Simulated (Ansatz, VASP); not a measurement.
# C: VASP beside Ansatz

```
C
1.0
     3.57458   -0.04557    0.06203
    -0.04557    3.48693   -0.01724
     0.06203   -0.01724    3.55616
C
8
Direct
  0.00723 0.99728 0.98478
  0.99982 0.99033 0.48619
  0.00767 0.49336 0.02238
  0.00380 0.50514 0.50670
  0.49515 0.02905 0.00856
  0.48078 0.01089 0.47726
  0.50201 0.48035 0.02136
  0.50354 0.49360 0.49277
```

Change from the starting cell: simple cubic type (Pm-3m, No. 221); cell x8, atoms moved at random (sigma 0.05 Å) and cell strained at random (1.5 %), then relaxed without symmetry.

Alike in both runs: task relaxation of cell and atoms; functional PBE; k mesh 6 × 6 × 6; occupations gaussian, width 0.1 eV; no spin polarisation.

```csv
,VASP,Ansatz
version,VASP 6.6.1,Ansatz 0.2.0
potentials or method,"VASP PAW PBE potentials, release 64 (C), cutoff 600 eV","scalar-relativistic, plane waves, PAW"
valence electrons in the cell,32,32
```

|  | VASP | Ansatz | Ansatz less VASP |
| --- | --- | --- | --- |
| relaxed volume (Å³/atom) | 8.93 | 6.28 | -2.657 |
| relaxed length of the cell vector where the two differ most in proportion (Å) | 4.373 | 2.568 | -1.8048 |

Noted on VASP's run: the volume moved by over 15 % at a fixed basis, so the end points are rough.
